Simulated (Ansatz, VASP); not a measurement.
**N: VASP beside Ansatz**

```
N
1.0
     3.57457    0.00000    0.00000
    -1.78728    3.09567    0.00000
     0.00000    0.00000    5.71330
N
2
Direct
  0.33333 0.66667 0.25000
  0.66667 0.33333 0.75000
```

Change from the starting cell: strain -0.015 along x and y, -0.030 along z, atoms carried along.

Alike in both runs: task single point; functional LDA; k mesh 12 × 12 × 6; occupations gaussian, width 0.05 eV; collinear spin.

|  | VASP | Ansatz |
| --- | --- | --- |
| version | VASP 6.6.1 | Ansatz 0.2.0 |
| potentials or method | VASP PAW LDA potentials, release 64 (N), cutoff 520 eV | scalar-relativistic, plane waves, PAW |
| valence electrons in the cell | 10 | 10 |

VASP gave:

```
gap on the k mesh at the Fermi level (eV)                     : 1.93
least direct gap on the mesh (eV)                             : 1.93
pressure (GPa)                                                : -0.3
net moment per atom (μB)                                      : 3.00
size of the moment on the site where the two differ most (μB) : 1.93
```

Which values does Ansatz return?

gap on the k mesh at the Fermi level (eV): 2.06; least direct gap on the mesh (eV): 2.06; pressure (GPa): -0.3; net moment per atom (μB): 3.00; size of the moment on the site where the two differ most (μB): 2.88.

LDA's correlation is that of Perdew and Zunger in VASP and of Perdew and Wang (1992) in Ansatz. Site moments also hang on the region over which each program counts them.
